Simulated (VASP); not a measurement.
# CeO2 (Fm-3m) in VASP: notebook, part 3 of 3

VASP 6.6.1.

### Step 5. Single point, PBE (14.00 Å³/atom)

This run uses another cell than the first one, of 14.00 Å³/atom.

File INCAR:

```
SYSTEM = CeO2
ALGO     = Normal         ! electronic algorithm
EDIFF    = 1E-6           ! SCF threshold, eV
ENCUT    = 520            ! plane-wave cutoff, eV
GGA      = PE             ! functional
ISIF     = 2              ! what is computed and relaxed
ISMEAR   = 0              ! smearing method
LASPH    = .True.         ! aspherical terms in the spheres
LCHARG   = .False.        ! write CHGCAR
LREAL    = .False.        ! projectors in reciprocal space
LWAVE    = .False.        ! write WAVECAR
NBANDS   = 19             ! bands
NELM     = 60             ! most SCF steps
PREC     = Accurate       ! precision mode
SIGMA    = 0.01           ! smearing width, eV
```

File KPOINTS:

```
k-points
0
Gamma
  6 6 6
  0 0 0
```

File POSCAR:

```
CeO2
1.0
    0.0000000000      2.7592467989      2.7592467989
    2.7592467989      0.0000000000      2.7592467989
    2.7592467989      2.7592467989      0.0000000000
Ce O
1 2
Direct
    0.0000000000      0.0000000000      0.0000000000
    0.2500000000      0.2500000000      0.2500000000
    0.7500000000      0.7500000000      0.7500000000
```

Potentials or basis: VASP PAW PBE potentials, release 64 (Ce, O).

The run is started by

```console
cat potpaw_PBE.64/Ce/POTCAR potpaw_PBE.64/O/POTCAR > POTCAR
mpirun -np 1 vasp_std > vasp.out
```

OUTCAR:

```text
SYSTEM = CeO2
   EDIFF = 1E-6
   ENCUT = 520
   GGA = PE
   ISIF = 2
   ISMEAR = 0
   LASPH = .True.
   LREAL = .False.
   NELM = 60
   PREC = Accurate

 ion  position               nearest neighbor table
   1  0.000  0.000  0.000-   2 2.39   3 2.39   3 2.39   3 2.39   3 2.39   2 2.39   2 2.39   2 2.39

   2  0.250  0.250  0.250-   1 2.39   1 2.39   1 2.39   1 2.39
   3  0.750  0.750  0.750-   1 2.39   1 2.39   1 2.39   1 2.39

  LATTYP: Found a face centered cubic cell.
 ALAT       =     5.5184935978

  Lattice vectors:

 A1 = (   0.0000000000,   2.7592467989,   2.7592467989)
 A2 = (   2.7592467989,   0.0000000000,   2.7592467989)
 A3 = (   2.7592467989,   2.7592467989,   0.0000000000)

Analysis of symmetry for initial positions (statically):
=====================================================================
 Subroutine PRICEL returns:
 Original cell was already a primitive cell.

 Routine SETGRP: Setting up the symmetry group for a
 face centered cubic supercell.

 Subroutine GETGRP returns: Found 48 space group operations
 (whereof 48 operations were pure point group operations)
 out of a pool of 48 trial point group operations.

The static configuration has the point symmetry O_h .

Analysis of symmetry for dynamics (positions and initial velocities):
=====================================================================
 Subroutine PRICEL returns:
 Original cell was already a primitive cell.

 Routine SETGRP: Setting up the symmetry group for a
 face centered cubic supercell.

 Subroutine GETGRP returns: Found 48 space group operations
 (whereof 48 operations were pure point group operations)
 out of a pool of 48 trial point group operations.

The dynamic configuration has the point symmetry O_h .

 Subroutine INISYM returns: Found 48 space group operations
 (whereof 48 operations are pure point group operations),
[... 104 lines left out ...]
   ISMEAR =     0;   SIGMA  =   0.01  broadening in eV -4-tet -1-fermi 0-gaus
   EFERMI_NEDOS =   21; number of points for ismear=-14 and -15
   IALGO  =     38    algorithm
   IMIX   =      4    mixing-type and parameters
     AMIX     =   0.40;   BMIX     =  1.00
     AMIX_MAG =   1.60;   BMIX_MAG =  1.00
  volume/ion in A,a.u.               =      14.00        94.51
  Fermi-wavevector in a.u.,A,eV,Ry     =   1.358349  2.566907 25.104273  1.845112
  Thomas-Fermi vector in A             =   2.485190
   LORBIT       =      0    0 simple, 1 ext, 2 COOP (PROOUT), +10 PAW based schemes
   GGA     = PE    functional components
   LHFCALC =     F    Hartree Fock is set to
   AEXX    =    0.0000 exact exchange contribution
   IVDW    =     0    specifies the selected vdW correction
   LEPSILON=     F    determine dielectric tensor
   LRPA    =     F    only Hartree local field effects (RPA)
 non-spin polarized calculation
 Gauss-broadening in eV      SIGMA  =   0.01
  energy-cutoff  :      520.00
  volume of cell :       42.01
 maximum number of plane-waves:      1158
 NGX is ok and might be reduce to    30
   NGX = 15   NGY = 15   NGZ = 15

 number of electron      23.9999995 magnetization

 Free energy of the ion-electron system (eV)
  ---------------------------------------------------
  ext. energy  EPLUGINS =         0.00000000
  ---------------------------------------------------
  free energy    TOTEN  =       -26.21297597 eV

  energy without entropy =      -26.21297597  energy(sigma->0) =      -26.21297597

 E-fermi :   4.7137     XC(G=0): -11.0088

 val. band max:        4.6379481801   @ k =   0.5000   0.3333   0.1667
 cond. band min:       6.5222198848   @ k =   0.5000   0.0000   0.0000
 fundamental gap:      1.8842717047
 Fermi energy:         4.7136706864

 k-point     1 :       0.0000    0.0000    0.0000
  band No.  band energies     occupation
      1     -27.7910      2.00000
      2     -11.4515      2.00000
      3     -10.5086      2.00000
      4      -9.9965      2.00000
      5      -9.9965      2.00000
      6      -9.9965      2.00000
[... 329 lines left out ...]
      6      -7.6857      2.00000
[... 11 lines left out ...]
     18       7.0037      0.00000
     19       7.6485      0.00000

------------------------ aborting loop because EDIFF is reached ----------------------------------------

  FORCE on cell =-STRESS in cart. coord.  units (eV):
  Direction    XX          YY          ZZ          XY          YZ          ZX
  --------------------------------------------------------------------------------------
  -------------------------------------------------------------------------------------
  Total       -1.2790931     -1.2790931     -1.2790931      0.0000000      0.0000000      0.0000000
  in kB      -48.7765528    -48.7765528    -48.7765528      0.0000000      0.0000000      0.0000000
  external PRESSURE =     -48.7765528 kB  Pullay stress =       0.0000000 kB

 VOLUME and BASIS-vectors are now :
 -----------------------------------------------------------------------------
  energy-cutoff  :      520.00
  volume of cell :       42.01
      direct lattice vectors                 reciprocal lattice vectors
     0.000000000  2.759246799  2.759246799    -0.181208872  0.181208872  0.181208872
     2.759246799  0.000000000  2.759246799     0.181208872 -0.181208872  0.181208872
     2.759246799  2.759246799  0.000000000     0.181208872  0.181208872 -0.181208872

 POSITION                                       TOTAL-FORCE (eV/Angst)
 -----------------------------------------------------------------------------------
      0.00000      0.00000      0.00000        -0.000000     -0.000000     -0.000000
      1.37962      1.37962      1.37962        -0.000000     -0.000000     -0.000000
      4.13887      4.13887      4.13887         0.000000      0.000000      0.000000
 -----------------------------------------------------------------------------------
    total drift:                                0.000000     -0.000000      0.000000

  FREE ENERGIE OF THE ION-ELECTRON SYSTEM (eV)
  ---------------------------------------------------
  free  energy   TOTEN  =       -26.2129759676 eV

  energy  without entropy=      -26.2129759676  energy(sigma->0) =      -26.21297597
```

OSZICAR:

```text
N       E                     dE             d eps       ncg     rms          rms(c)
DAV:   1     0.231461482654E+03    0.23146E+03   -0.11496E+04   640   0.167E+03
DAV:   2     0.938947261860E+01   -0.22207E+03   -0.19512E+03   775   0.285E+02
DAV:   3    -0.301958164839E+02   -0.39585E+02   -0.35816E+02   752   0.141E+02
[... 13 lines left out ...]
DAV:  17    -0.262129742956E+02    0.30772E-03   -0.92974E-04   871   0.350E-01    0.117E-01
DAV:  18    -0.262129866300E+02   -0.12334E-04   -0.65358E-05   868   0.540E-02    0.798E-02
DAV:  19    -0.262129822508E+02    0.43792E-05   -0.35319E-06   656   0.181E-02    0.389E-02
DAV:  20    -0.262129765993E+02    0.56515E-05   -0.70381E-06   643   0.391E-02    0.147E-02
DAV:  21    -0.262129759676E+02    0.63174E-06   -0.11108E-06   418   0.121E-02
   1 F= -.26212976E+02 E0= -.26212976E+02  d E =-.906405E-28
```

stdout:

```text
POSCAR found type information on POSCAR CeO
 POSCAR found :  2 types and       3 ions
 scaLAPACK will be used
 LDA part: xc-table for (Slater+PW92), standard interpolation
 POSCAR, INCAR and KPOINTS ok, starting setup
 FFT: planning ... GRIDC
 FFT: planning ... GRID_SOFT
 FFT: planning ... GRID
 WAVECAR not read
 entering main loop
```

Wall time 38 s (1 thread of Intel Xeon 8259CL, shared host); peak memory 0.18 GiB.

Results:

* Free energy: -26.2130 eV
* Pressure: -4.9 GPa
* Band gap on the k mesh: 1.88 eV (least direct gap 1.94 eV)

Caveat: the cell stands under tension; spin-orbit coupling is left out, which moves the levels of the heavy elements. Spin polarisation is off, so any magnetic state and its effect on volume and gap are missing.

### Step 6. Single point, PBE (14.41 Å³/atom)

This run uses another cell than the first one, of 14.41 Å³/atom.

File INCAR:

```
SYSTEM = CeO2
  ALGO = Normal
  EDIFF = 1E-7
  ENCUT = 520
  GGA = PE
  ISIF = 2
  ISMEAR = 0
  LASPH = .TRUE.
  LCHARG = .FALSE.
  LREAL = .FALSE.
  LWAVE = .FALSE.
  NBANDS = 19
  NELM = 100
  PREC = Accurate
  SIGMA = 0.01
```

File KPOINTS:

```
k-points
0
G
  6 6 6
  0 0 0
```

File POSCAR:

```
CeO2
1.0
    0.0000000000      2.7857796457      2.7857796457
    2.7857796457      0.0000000000      2.7857796457
    2.7857796457      2.7857796457      0.0000000000
Ce O
1 2
Direct
    0.0000000000      0.0000000000      0.0000000000
    0.2500000000      0.2500000000      0.2500000000
    0.7500000000      0.7500000000      0.7500000000
```

Potentials or basis: VASP PAW PBE potentials, release 64 (Ce, O).

The run is started by

```console
cat potpaw_PBE.64/Ce/POTCAR potpaw_PBE.64/O/POTCAR > POTCAR
mpirun -np 1 vasp_std > vasp.out
```

OUTCAR:

```text
SYSTEM = CeO2
   EDIFF = 1E-7
   ENCUT = 520
   GGA = PE
   ISIF = 2
   ISMEAR = 0
   LASPH = .TRUE.
   LREAL = .FALSE.
   NELM = 100
   PREC = Accurate

 ion  position               nearest neighbor table
   1  0.000  0.000  0.000-   3 2.41   3 2.41   3 2.41   2 2.41   3 2.41   2 2.41   2 2.41   2 2.41

   2  0.250  0.250  0.250-   1 2.41   1 2.41   1 2.41   1 2.41
   3  0.750  0.750  0.750-   1 2.41   1 2.41   1 2.41   1 2.41

  LATTYP: Found a face centered cubic cell.
 ALAT       =     5.5715592914

  Lattice vectors:

 A1 = (   0.0000000000,   2.7857796457,   2.7857796457)
 A2 = (   2.7857796457,   0.0000000000,   2.7857796457)
 A3 = (   2.7857796457,   2.7857796457,   0.0000000000)

Analysis of symmetry for initial positions (statically):
=====================================================================
 Subroutine PRICEL returns:
 Original cell was already a primitive cell.

 Routine SETGRP: Setting up the symmetry group for a
 face centered cubic supercell.

 Subroutine GETGRP returns: Found 48 space group operations
 (whereof 48 operations were pure point group operations)
[... 154 lines left out ...]
  free energy    TOTEN  =       -26.16176061 eV

  energy without entropy =      -26.16176061  energy(sigma->0) =      -26.16176061

 E-fermi :   4.4412     XC(G=0): -10.8568

 val. band max:        4.3642031425   @ k =  -0.3333   0.3333   0.0000
 cond. band min:       6.1612744679   @ k =   0.5000   0.0000   0.0000
 fundamental gap:      1.7970713254
 Fermi energy:         4.4412259291

 k-point     1 :       0.0000    0.0000    0.0000
  band No.  band energies     occupation
      1     -28.1346      2.00000
      2     -11.6602      2.00000
      3     -10.7295      2.00000
      4     -10.3632      2.00000
      5     -10.3632      2.00000
      6     -10.3632      2.00000
[... 329 lines left out ...]
      6      -8.1263      2.00000
[... 11 lines left out ...]
     18       6.6129      0.00000
     19       7.2424      0.00000

------------------------ aborting loop because EDIFF is reached ----------------------------------------

  FORCE on cell =-STRESS in cart. coord.  units (eV):
  Direction    XX          YY          ZZ          XY          YZ          ZX
  --------------------------------------------------------------------------------------
  -------------------------------------------------------------------------------------
  Total       -2.4177458     -2.4177458     -2.4177458      0.0000000      0.0000000      0.0000000
  in kB      -89.5882253    -89.5882253    -89.5882253      0.0000000      0.0000000      0.0000000
  external PRESSURE =     -89.5882253 kB  Pullay stress =       0.0000000 kB

 VOLUME and BASIS-vectors are now :
 -----------------------------------------------------------------------------
  energy-cutoff  :      520.00
  volume of cell :       43.24
      direct lattice vectors                 reciprocal lattice vectors
     0.000000000  2.785779646  2.785779646    -0.179482968  0.179482968  0.179482968
     2.785779646  0.000000000  2.785779646     0.179482968 -0.179482968  0.179482968
     2.785779646  2.785779646  0.000000000     0.179482968  0.179482968 -0.179482968

 POSITION                                       TOTAL-FORCE (eV/Angst)
 -----------------------------------------------------------------------------------
      0.00000      0.00000      0.00000         0.000000      0.000000      0.000000
      1.39289      1.39289      1.39289         0.000000      0.000000     -0.000000
      4.17867      4.17867      4.17867        -0.000000     -0.000000     -0.000000
 -----------------------------------------------------------------------------------
    total drift:                                0.000000     -0.000000      0.000000

  FREE ENERGIE OF THE ION-ELECTRON SYSTEM (eV)
  ---------------------------------------------------
  free  energy   TOTEN  =       -26.1617606076 eV

  energy  without entropy=      -26.1617606076  energy(sigma->0) =      -26.16176061
```

Wall time 40 s (1 thread of Intel Xeon 8259CL, shared host); peak memory 0.19 GiB.

Results:

* Free energy: -26.1618 eV
* Pressure: -9.0 GPa
* Band gap on the k mesh: 1.80 eV (least direct gap 1.85 eV)

Caveat: the cell stands under tension; spin-orbit coupling is left out, which moves the levels of the heavy elements.

### Step 7. Summary

```tsv
cell	gap on the mesh (eV)	pressure (GPa)
a = 3.785 Å, angles 60.0°, 3 atoms	2.16	12.3
a = 3.825 Å, angles 60.0°, 3 atoms	2.07	5.6
a = 3.864 Å, angles 60.0°, 3 atoms	1.97	-0.1
a = 3.902 Å, angles 60.0°, 3 atoms	1.88	-4.9
a = 3.940 Å, angles 60.0°, 3 atoms	1.80	-9.0
```

Alike in all rows: task single point; level PBE; potentials or basis VASP PAW PBE potentials, release 64 (Ce, O); no spin polarisation; k mesh 6 × 6 × 6; cutoff (eV) 520; smearing gaussian 0.01 eV.

Caveats: spin-orbit coupling is left out, which moves the levels of the heavy elements; the cell stands under pressure (at least some runs); the cell stands under tension (at least some runs).

Total energies depend on the potentials used, so only differences within one code and one set of settings carry meaning.
